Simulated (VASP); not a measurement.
Set up this calculation in VASP 6.6.1, as the native input.

- Task: single point
- Functional: r2SCAN
- Potentials or basis: VASP PAW PBE potentials, release 64 (Si, Ni)
- Cutoff: 520 eV
- k mesh: 8 × 10 × 6
- Occupations: gaussian, width 0.1 eV
- Spin: no spin polarisation
- Dipole correction: no
- Further INCAR settings: ALGO = Normal; EDIFF = 1e-07; NBANDS = 38

The system is SiNi.

```xyz
8
Lattice="5.1435 0.0000 0.0000 0.0000 3.3777 0.0000 0.0000 0.0000 5.6436" Properties=species:S:1:pos:R:3 pbc="T T T"
Si    1.6463    2.5333    0.4658
Si    0.9254    0.8444    3.2876
Si    4.2181    2.5333    2.3561
Si    3.4972    0.8444    5.1779
Ni    0.0335    0.8444    1.0762
Ni    2.5383    2.5333    3.8980
Ni    2.6053    0.8444    1.7456
Ni    5.1101    2.5333    4.5674
```

These files were run (other wordings do the same):

POSCAR

```
SiNi
1.0
    5.1435363136      0.0000000000      0.0000000000
    0.0000000000      3.3777384745      0.0000000000
    0.0000000000      0.0000000000      5.6436483988
Si Ni
4 4
Direct
    0.3200782817      0.7500000000      0.0825295439
    0.1799217183      0.2500000000      0.5825295439
    0.8200782817      0.7500000000      0.4174704561
    0.6799217183      0.2500000000      0.9174704561
    0.0065100940      0.2500000000      0.1906964093
    0.4934899060      0.7500000000      0.6906964093
    0.5065100940      0.2500000000      0.3093035907
    0.9934899060      0.7500000000      0.8093035907
```

INCAR.step1

```
SYSTEM = SiNi
PREC     = Accurate       ! precision mode
ENCUT    = 520            ! plane-wave cutoff, eV
ISMEAR   = 0              ! smearing method
SIGMA    = 0.1            ! smearing width, eV
LREAL    = .False.        ! projectors in reciprocal space
LASPH    = .True.         ! aspherical terms in the spheres
NELM     = 80             ! most SCF steps
NBANDS   = 38             ! bands
GGA      = PE             ! functional
ALGO     = Normal         ! electronic algorithm
EDIFF    = 1E-4           ! SCF threshold, eV
LWAVE    = .True.         ! write WAVECAR
LCHARG   = .False.        ! write CHGCAR
```

INCAR.step2

```
SYSTEM = SiNi
PREC     = Accurate       ! precision mode
ENCUT    = 520            ! plane-wave cutoff, eV
EDIFF    = 1E-7           ! SCF threshold, eV
ISMEAR   = 0              ! smearing method
SIGMA    = 0.1            ! smearing width, eV
LREAL    = .False.        ! projectors in reciprocal space
LASPH    = .True.         ! aspherical terms in the spheres
NELM     = 80             ! most SCF steps
ALGO     = Normal         ! electronic algorithm
ISIF     = 2              ! what is computed and relaxed
LWAVE    = .False.        ! write WAVECAR
LCHARG   = .False.        ! write CHGCAR
METAGGA  = R2SCAN         ! meta-GGA
LMIXTAU  = .True.       
NBANDS   = 38             ! bands
ISTART   = 1
```

KPOINTS

```
Automatic mesh
0
Gamma
  8 10 6
  0 0 0
```

Potentials or basis: VASP PAW PBE potentials, release 64 (Si, Ni).

Launch:

```bash
$ cat potpaw_PBE.64/Si/POTCAR potpaw_PBE.64/Ni/POTCAR > POTCAR
$ cp INCAR.step1 INCAR
$ mpirun -np 1 vasp_std > vasp.out
$ cp INCAR.step2 INCAR
$ mpirun -np 1 vasp_std > vasp.out
```

Results of the run:

```json
{
 "Pressure": "-4.9 GPa",
 "Largest force": "0.009 eV/Å",
 "Band gap on the k mesh": "zero (bands 28 and 29 overlap by 1.92 eV)"
}
```

Caveat: the cell stands under tension; the PAW data sets were made with another functional, which shifts forces and pressure a little.

Run time: 35 min on 1 thread of Intel Xeon 8259CL, with other jobs on the host, peak memory 0.45 GiB.
